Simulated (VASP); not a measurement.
# Nb (P6_3/mmc) in VASP: a series of runs

Runs on Nb. Level: r2SCAN. Tasks: single point.

Program: VASP 6.6.1. These are calculated values, not measurements. Logs are shortened: lines on timing, memory, paths and dates and some standing lists are left out, and cuts for length are marked.

### 1 The cell of the first run

It takes space group P6_3/mmc (No. 194, hexagonal). Conventional cell: a = 2.854 Å, b = 2.854 Å, c = 10.518 Å, α = 90.00°, β = 90.00°, γ = 120.00°. Within 3.8 Å of Nb (site symmetry -3m) lie 12 Nb at 2.85 to 3.10 Å. Within 3.8 Å of Nb (site symmetry -6m2) lie 12 Nb at 2.85 to 3.10 Å.

This isn't the form of Nb at room conditions, which is bcc.

### 2 Single point, r2SCAN, collinear spin

POSCAR

```
Nb
1.0
    2.8543718901      0.0000000000      0.0000000000
   -1.4271859451      2.4719585687      0.0000000000
    0.0000000000      0.0000000000     10.5175203138
Nb
4
Direct
    0.0000000000      0.0000000000      0.0000000000
    0.0000000000      0.0000000000      0.5000000000
    0.3333333333      0.6666666667      0.2500000000
    0.6666666667      0.3333333333      0.7500000000
```

INCAR.step1

```
ALGO = Normal
EDIFF = 1E-4
ENCUT = 520
GGA = PE
ISMEAR = -1
ISPIN = 2
LASPH = True
LCHARG = False
LMAXMIX = 4
LREAL = False
LWAVE = True
MAGMOM = 1 1 1 1
NBANDS = 38
NELM = 150
PREC = Accurate
SIGMA = 0.05
```

INCAR.step2

```
ALGO = Normal
EDIFF = 1E-7
ENCUT = 520
ISIF = 2
ISMEAR = -1
ISPIN = 2
ISTART = 1
LASPH = True
LCHARG = True
LELF = True
LMAXMIX = 4
LMIXTAU = True
LORBIT = 11
LREAL = False
LVHAR = True
LWAVE = False
MAGMOM = 1 1 1 1
METAGGA = R2SCAN
NBANDS = 38
NELM = 150
PREC = Accurate
SIGMA = 0.05
```

KPOINTS

```
k-points
0
Gamma
  12 12 4
```

Potentials or basis: VASP PAW PBE potentials, release 64 (Nb_sv).

Run with:

```sh
cat potpaw_PBE.64/Nb_sv/POTCAR > POTCAR
cp INCAR.step1 INCAR
mpirun -np 1 vasp_std > vasp.out
cp INCAR.step2 INCAR
mpirun -np 1 vasp_std > vasp.out
```

OUTCAR:

```text
EDIFF = 1E-7
   ENCUT = 520
   ISIF = 2
   ISMEAR = -1
   ISPIN = 2
   ISTART = 1
   LASPH = True
   LORBIT = 11
   LREAL = False
   METAGGA = R2SCAN
   NELM = 150
   PREC = Accurate

 ion  position               nearest neighbor table
   1  0.000  0.000  0.000-
   2  0.000  0.000  0.500-
   3  0.333  0.667  0.250-
   4  0.667  0.333  0.750-

  LATTYP: Found a hexagonal cell.
 ALAT       =     2.8543718901
 C/A-ratio  =     3.6847056791

  Lattice vectors:

 A1 = (   2.8543718901,   0.0000000000,   0.0000000000)
 A2 = (  -1.4271859451,   2.4719585687,   0.0000000000)
 A3 = (   0.0000000000,   0.0000000000,  10.5175203138)

Analysis of symmetry for initial positions (statically):
=====================================================================
 Subroutine PRICEL returns:
 Original cell was already a primitive cell.

 Routine SETGRP: Setting up the symmetry group for a
 hexagonal supercell.

 Subroutine GETGRP returns: Found 24 space group operations
 (whereof 12 operations were pure point group operations)
 out of a pool of 24 trial point group operations.

The static configuration has the point symmetry D_3d.
 The point group associated with its full space group is D_6h.

Analysis of symmetry for dynamics (positions and initial velocities):
=====================================================================
 Subroutine PRICEL returns:
 Original cell was already a primitive cell.

 Routine SETGRP: Setting up the symmetry group for a
 hexagonal supercell.

 Subroutine GETGRP returns: Found 24 space group operations
 (whereof 12 operations were pure point group operations)
 out of a pool of 24 trial point group operations.

The dynamic configuration has the point symmetry D_3d.
 The point group associated with its full space group is D_6h.

Analysis of structural, dynamic, and magnetic symmetry:
=====================================================================
 Subroutine PRICEL returns:
 Original cell was already a primitive cell.

 Routine SETGRP: Setting up the symmetry group for a
 hexagonal supercell.

 Subroutine GETGRP returns: Found 24 space group operations
 (whereof 12 operations were pure point group operations)
 out of a pool of 24 trial point group operations.

The overall configuration has the point symmetry D_3d.
 The point group associated with its full space group is D_6h.

 Subroutine INISYM returns: Found 24 space group operations
 (whereof 12 operations are pure point group operations),
 and found     1 'primitive' translations

----------------------------------------------------------------------------------------

                                     Primitive cell

  volume of cell :      74.2105

  direct lattice vectors                    reciprocal lattice vectors
     2.854371890  0.000000000  0.000000000     0.350339773  0.202268762  0.000000000
    -1.427185945  2.471958569  0.000000000     0.000000000  0.404537524  0.000000000
     0.000000000  0.000000000 10.517520314     0.000000000  0.000000000  0.095079446

  length of vectors
     2.854371890  2.854371890 10.517520314     0.404537524  0.404537524  0.095079446

  position of ions in fractional coordinates (direct lattice)
     0.000000000  0.000000000  0.000000000
     0.000000000  0.000000000  0.500000000
     0.333333333  0.666666667  0.250000000
     0.666666667  0.333333333  0.750000000

  ion indices of the primitive-cell ions
   primitive index   ion index
                 1           1
                 2           2
                 3           3
                 4           4

----------------------------------------------------------------------------------------

 KPOINTS: k-points

Automatic generation of k-mesh.
 Grid dimensions read from file:
 generate k-points for:   12   12    4

 Generating k-lattice:

  Cartesian coordinates                     Fractional coordinates (reciprocal lattice)
     0.029194981  0.016855730  0.000000000     0.083333333  0.000000000  0.000000000
     0.000000000  0.033711460  0.000000000     0.000000000  0.083333333  0.000000000
     0.000000000  0.000000000  0.023769861     0.000000000  0.000000000  0.250000000

  Length of vectors
     0.033711460  0.033711460  0.023769861

  Shift w.r.t. Gamma in fractional coordinates (k-lattice)
     0.000000000  0.000000000  0.000000000

 Subroutine IBZKPT returns following result:
 ===========================================

 Found     57 irreducible k-points:

 Following reciprocal coordinates:
            Coordinates               Weight
  0.000000  0.000000  0.000000      1.000000
  0.083333  0.000000  0.000000      6.000000
  0.166667  0.000000  0.000000      6.000000
  0.250000  0.000000  0.000000      6.000000
  0.333333  0.000000  0.000000      6.000000
  0.416667  0.000000  0.000000      6.000000
[... 16 lines left out ...]
  0.250000  0.000000  0.250000     12.000000
  0.333333  0.000000  0.250000     12.000000
 [... further k-points ...]
   k-points           NKPTS =     57   k-points in BZ     NKDIM =     57   number of bands    NBANDS=     38
   number of dos      NEDOS =    301   number of ions     NIONS =      4
   total plane-waves  NPLWV =  46080
   dimension x,y,z NGX =    24 NGY =   24 NGZ =   80
   dimension x,y,z NGXF=    48 NGYF=   48 NGZF=  160
   ions per type =               4
   NGX,Y,Z   is equivalent  to a cutoff of  13.98, 13.98, 12.65 a.u.
   NGXF,Y,Z  is equivalent  to a cutoff of  27.96, 27.96, 25.29 a.u.
 SYSTEM =  unknown system
   PREC   = accura    normal or accurate (medium, high low for compatibility)
   ISTART =      1    job   : 0-new  1-cont  2-samecut
   ICHARG =      0    charge: 1-file 2-atom 10-const
   ISPIN  =      2    spin polarized calculation?
   LNONCOLLINEAR =      F non collinear calculations
   LSORBIT =      F    spin-orbit coupling
   LASPH  =      T    aspherical Exc in radial PAW
   ENCUT  =  520.0 eV  38.22 Ry    6.18 a.u.   5.31  5.31 19.56*2*pi/ulx,y,z
   NELM   =    150;   NELMIN=  2; NELMDL=  0     # of ELM steps
   EDIFF  = 0.1E-06   stopping-criterion for ELM
   LREAL  =      F    real-space projection
   EDIFFG = 0.1E-05   stopping-criterion for IOM
   NSW    =      0    number of steps for IOM
   IBRION =     -1    ionic relax: 0-MD 1-quasi-New 2-CG
   NFREE  =      0    steps in history (QN), initial steepest desc. (CG)
   ISIF   =      2    stress and relaxation
   ISYM   =      2    0-nonsym 1-usesym 2-fastsym
   POTIM  = 0.5000    time-step for ionic-motion
   TEBEG  =    0.0;   TEEND  =   0.0 temperature during run
   PSTRESS=    0.0 pullay stress
   NELECT =      52.0000    total number of electrons
   NUPDOWN=      -1.0000    fix difference up-down
   EMIN   =  10.00;   EMAX   =-10.00  energy-range for DOS
   EFERMI =   0.00;   METHOD = LEGACY
   ISMEAR =    -1;   SIGMA  =   0.05  broadening in eV -4-tet -1-fermi 0-gaus
   EFERMI_NEDOS =   21; number of points for ismear=-14 and -15
   IALGO  =     38    algorithm
   IMIX   =      4    mixing-type and parameters
     AMIX     =   0.40;   BMIX     =  1.00
     AMIX_MAG =   1.60;   BMIX_MAG =  1.00
  volume/ion in A,a.u.               =      18.55       125.20
  Fermi-wavevector in a.u.,A,eV,Ry     =   1.454078  2.747808 28.767364  2.114342
  Thomas-Fermi vector in A             =   2.571270
   LORBIT       =     11    0 simple, 1 ext, 2 COOP (PROOUT), +10 PAW based schemes
   METAGGA = R2SCAN    functional components
   LHFCALC =     F    Hartree Fock is set to
   AEXX    =    0.0000 exact exchange contribution
   IVDW    =     0    specifies the selected vdW correction
   LEPSILON=     F    determine dielectric tensor
   LRPA    =     F    only Hartree local field effects (RPA)
 spin polarized calculation
  energy-cutoff  :      520.00
  volume of cell :       74.21
 maximum number of plane-waves:      2020
 NGX is ok and might be reduce to    24
   NGX = 11   NGY = 11   NGZ = 39

 number of electron      52.0000001 magnetization       0.0000596

 Free energy of the ion-electron system (eV)
  ---------------------------------------------------
  ext. energy  EPLUGINS =         0.00000000
  ---------------------------------------------------
  free energy    TOTEN  =       -98.20193571 eV

  energy without entropy =      -98.16202797  energy(sigma->0) =      -98.18198184

 E-fermi :  11.1160     XC(G=0): -13.4275

 val. band max:       11.1129407443   @ k =   0.3333   0.0000   0.0000
 cond. band min:      11.1391940700   @ k =   0.0833   0.0833   0.5000
 fundamental gap:      0.0262533257
 Fermi energy:        11.1160491134

 spin component 1

 k-point     1 :       0.0000    0.0000    0.0000
  band No.  band energies     occupation
      1     -45.4521      1.00000
      2     -45.3967      1.00000
      3     -45.3721      1.00000
      4     -45.3157      1.00000
      5     -21.2375      1.00000
      6     -20.7706      1.00000
[... 30 lines left out ...]
     37      15.1146      0.00000
     38      15.1146      0.00000
[... 941 lines left out ...]
     37      15.5872      0.00000
     38      15.8838      0.00000

 [... further k-points ...]

 spin component 2

 k-point     1 :       0.0000    0.0000    0.0000
  band No.  band energies     occupation
      1     -45.4521      1.00000
      2     -45.3967      1.00000
      3     -45.3721      1.00000
      4     -45.3157      1.00000
      5     -21.2375      1.00000
      6     -20.7706      1.00000
[... 30 lines left out ...]
     37      15.1147      0.00000
     38      15.1147      0.00000
[... 941 lines left out ...]
     37      15.5872      0.00000
     38      15.8838      0.00000

 [... further k-points ...]

------------------------ aborting loop because EDIFF is reached ----------------------------------------

  FORCE on cell =-STRESS in cart. coord.  units (eV):
  Direction    XX          YY          ZZ          XY          YZ          ZX
  --------------------------------------------------------------------------------------
  -------------------------------------------------------------------------------------
  Total       -0.0947766     -0.0947766     -0.0951493      0.0000000      0.0000000      0.0000000
  in kB       -2.0461934     -2.0461934     -2.0542386      0.0000000      0.0000000      0.0000000
  external PRESSURE =      -2.0488751 kB  Pullay stress =       0.0000000 kB

 VOLUME and BASIS-vectors are now :
 -----------------------------------------------------------------------------
  energy-cutoff  :      520.00
  volume of cell :       74.21
      direct lattice vectors                 reciprocal lattice vectors
     2.854371890  0.000000000  0.000000000     0.350339773  0.202268762  0.000000000
    -1.427185945  2.471958569  0.000000000     0.000000000  0.404537524  0.000000000
     0.000000000  0.000000000 10.517520314     0.000000000  0.000000000  0.095079446

 POSITION                                       TOTAL-FORCE (eV/Angst)
 -----------------------------------------------------------------------------------
      0.00000      0.00000      0.00000         0.000000      0.000000      0.000000
      0.00000      0.00000      5.25876         0.000000      0.000000      0.000000
     -0.00000      1.64797      2.62938         0.000000     -0.000000     -0.000000
      1.42719      0.82399      7.88814        -0.000000     -0.000000     -0.000000
 -----------------------------------------------------------------------------------
    total drift:                               -0.000000      0.000000     -0.000000

  FREE ENERGIE OF THE ION-ELECTRON SYSTEM (eV)
  ---------------------------------------------------
  free  energy   TOTEN  =       -98.2019357058 eV

  energy  without entropy=      -98.1620279722  energy(sigma->0) =      -98.18198184

 total charge

# of ion       s       p       d       tot
------------------------------------------
    1        2.224   6.002   2.450  10.676
    2        2.224   6.002   2.450  10.676
    3        2.222   5.994   2.470  10.686
    4        2.222   5.994   2.470  10.686
--------------------------------------------------
tot          8.892  23.993   9.839  42.724

 magnetization (x)

# of ion       s       p       d       tot
------------------------------------------
    1        0.000   0.000   0.000   0.000
    2        0.000   0.000   0.000   0.000
    3        0.000   0.000   0.000   0.000
    4        0.000   0.000   0.000   0.000
--------------------------------------------------
tot          0.000   0.000   0.000   0.000
```

It took 33 min on 1 thread of Oxide Virtual Turin-like, shared host; peak memory 0.36 GiB.

Results:

| Property | Result |
| --- | --- |
| Free energy | -98.2019 eV |
| Pressure | -0.2 GPa |
| Band gap on the k mesh | zero (filled and empty bands overlap) |
| Net moment | 0.00 μB per cell |
| Valence electrons inside the program's atomic spheres | Nb 10.68, 10.69 (each value once) |

Levels at points of the mesh, in eV from the Fermi level:
Spin up:
| k point | band 22 | band 23 | band 24 | band 25 | band 26 | band 27 | band 28 | band 29 | band 30 | band 31 |
| --- | --- | --- | --- | --- | --- | --- | --- | --- | --- | --- |
| (0.00, 0.00, 0.00) | -1.43 | -1.11 | 0.22 | 0.33 | 0.33 | 0.45 | 0.45 | 0.62 | 0.62 | 0.75 |
| (0.50, 0.00, 0.00) | -2.42 | -2.31 | -1.30 | -0.01 | 0.33 | 0.97 | 2.36 | 2.48 | 2.49 | 3.12 |
| (0.00, 0.00, 0.50) | -1.30 | -0.61 | -0.61 | 0.40 | 0.40 | 0.40 | 0.40 | 0.66 | 0.66 | 0.66 |
| (0.50, 0.00, 0.50) | -3.26 | -1.47 | -1.47 | 0.92 | 0.92 | 1.37 | 1.37 | 1.51 | 1.51 | 3.94 |
Spin down:
| k point | band 23 | band 24 | band 25 | band 26 | band 27 | band 28 | band 29 | band 30 |
| --- | --- | --- | --- | --- | --- | --- | --- | --- |
| (0.00, 0.00, 0.00) | -1.11 | 0.22 | 0.33 | 0.33 | 0.45 | 0.45 | 0.62 | 0.62 |
| (0.50, 0.00, 0.00) | -2.31 | -1.30 | -0.01 | 0.33 | 0.97 | 2.36 | 2.48 | 2.49 |
| (0.00, 0.00, 0.50) | -0.61 | -0.61 | 0.40 | 0.40 | 0.40 | 0.40 | 0.66 | 0.66 |
| (0.50, 0.00, 0.50) | -1.47 | -1.47 | 0.92 | 0.92 | 1.37 | 1.37 | 1.51 | 1.51 |

Caveat: the PAW data sets were made with another functional, which shifts forces and pressure a little.

### 3 Single point, r2SCAN, collinear spin (20.78 Å³/atom)

This run uses another cell than the first one, of 20.78 Å³/atom.

POSCAR

```
Nb
1.0
    2.9642618408      0.0000000000      0.0000000000
   -1.4821309204      2.5671260576      0.0000000000
    0.0000000000      0.0000000000     10.9224324391
Nb
4
Direct
    0.0000000000      0.0000000000      0.0000000000
    0.0000000000      0.0000000000      0.5000000000
    0.3333333333      0.6666666667      0.2500000000
    0.6666666667      0.3333333333      0.7500000000
```

INCAR.step1

```
  PREC = Accurate
  ENCUT = 520
  ISMEAR = -1
  SIGMA = 0.05
  LREAL = F
  LASPH = T
  NELM = 150
  ISPIN = 2
  MAGMOM = 1 1 1 1
  LMAXMIX = 4
  NBANDS = 38
  GGA = PE
  ALGO = Normal
  EDIFF = 1E-4
  LWAVE = T
  LCHARG = F
```

INCAR.step2

```
  PREC = Accurate
  ENCUT = 520
  EDIFF = 1E-6
  ISMEAR = -1
  SIGMA = 0.05
  LREAL = F
  LASPH = T
  NELM = 150
  ALGO = Normal
  ISIF = 2
  LWAVE = F
  LCHARG = T
  ISPIN = 2
  MAGMOM = 1 1 1 1
  LORBIT = 11
  LMAXMIX = 4
  METAGGA = R2SCAN
  LMIXTAU = T
  LELF = T
  LVHAR = T
  NBANDS = 38
  ISTART = 1
```

KPOINTS

```
Automatic mesh
0
Gamma
  14 14 4
```

Potentials or basis: VASP PAW PBE potentials, release 64 (Nb_sv).

Run with:

```sh
cat potpaw_PBE.64/Nb_sv/POTCAR > POTCAR
cp INCAR.step1 INCAR
mpirun -np 1 vasp_std > vasp.out
cp INCAR.step2 INCAR
mpirun -np 1 vasp_std > vasp.out
```

Run time: 56 min. Hardware: 1 thread of Oxide Virtual Turin-like, shared host; peak memory 0.43 GiB.

Results (log left out):

* Free energy: -97.7363 eV
* Pressure: -15.4 GPa
* Band gap on the k mesh: zero (filled and empty bands overlap)
* Net moment: 0.00 μB per cell
* Valence electrons inside the program's atomic spheres: Nb 10.52, 10.53 (each value once)

Stress tensor (GPa, compression positive):
```
-15.51   0.00   0.00
  0.00 -15.51   0.00
  0.00   0.00 -15.15
```

Levels at points of the mesh, in eV from the Fermi level:
Spin up:
```tsv
k point	band 22	band 23	band 24	band 25	band 26	band 27	band 28	band 29	band 30	band 31
(0.00, 0.00, 0.00)	-1.23	-0.88	-0.02	0.40	0.40	0.49	0.49	0.64	0.64	0.75
(0.50, 0.00, 0.00)	-2.05	-1.92	-1.02	-0.08	0.27	0.99	1.92	2.28	2.28	2.57
(0.00, 0.00, 0.50)	-1.05	-0.69	-0.69	0.46	0.46	0.46	0.46	0.67	0.67	0.67
(0.50, 0.00, 0.50)	-2.72	-1.18	-1.18	0.71	0.71	1.26	1.26	1.33	1.33	3.50
```
Spin down:
| k point | band 23 | band 24 | band 25 | band 26 | band 27 | band 28 | band 29 | band 30 |
| --- | --- | --- | --- | --- | --- | --- | --- | --- |
| (0.00, 0.00, 0.00) | -0.88 | -0.02 | 0.40 | 0.40 | 0.49 | 0.49 | 0.64 | 0.64 |
| (0.50, 0.00, 0.00) | -1.92 | -1.02 | -0.08 | 0.27 | 0.99 | 1.92 | 2.28 | 2.28 |
| (0.00, 0.00, 0.50) | -0.69 | -0.69 | 0.46 | 0.46 | 0.46 | 0.46 | 0.67 | 0.67 |
| (0.50, 0.00, 0.50) | -1.18 | -1.18 | 0.71 | 0.71 | 1.26 | 1.26 | 1.33 | 1.33 |

Caveat: the cell stands under tension; the PAW data sets were made with another functional, which shifts forces and pressure a little.
